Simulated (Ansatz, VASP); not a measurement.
Re: VASP beside Ansatz

```
Re
1.0
     2.76000    0.00000    0.00000
    -1.38000    2.39023    0.00000
     0.00000    0.00000    4.45740
Re
2
Direct
  0.33333 0.66667 0.75000
  0.66667 0.33333 0.25000
```

Alike in both runs: task relaxation of cell and atoms; functional PBE; k mesh 18 × 18 × 10; occupations gaussian, width 0.1 eV; no spin polarisation.

|  | VASP | Ansatz |
| --- | --- | --- |
| version | VASP 6.6.1 | Ansatz 0.2.0 |
| potentials or method | VASP PAW PBE potentials, release 64 (Re), cutoff 600 eV | scalar-relativistic, plane waves, PAW |
| valence electrons in the cell | 14 | 30 |

Ansatz gave:

| Quantity | Value |
| --- | --- |
| gap on the k mesh at the Fermi level, each at its own relaxed structure (eV) | none |
| relaxed volume (Å³/atom) | 14.95 |
| relaxed length of the cell vector where the two differ most in proportion (Å) | 4.484 |

What did VASP give for the same quantities?

gap on the k mesh at the Fermi level, each at its own relaxed structure (eV): none; relaxed volume (Å³/atom): 14.93; relaxed length of the cell vector where the two differ most in proportion (Å): 4.481.

A gap of «none» marks a metal or a gap that the smearing closes. VASP's potentials hold 14 valence electrons a cell and Ansatz's 30, so a difference there can come from the potentials and not from the codes.

Spin-orbit coupling is off throughout.
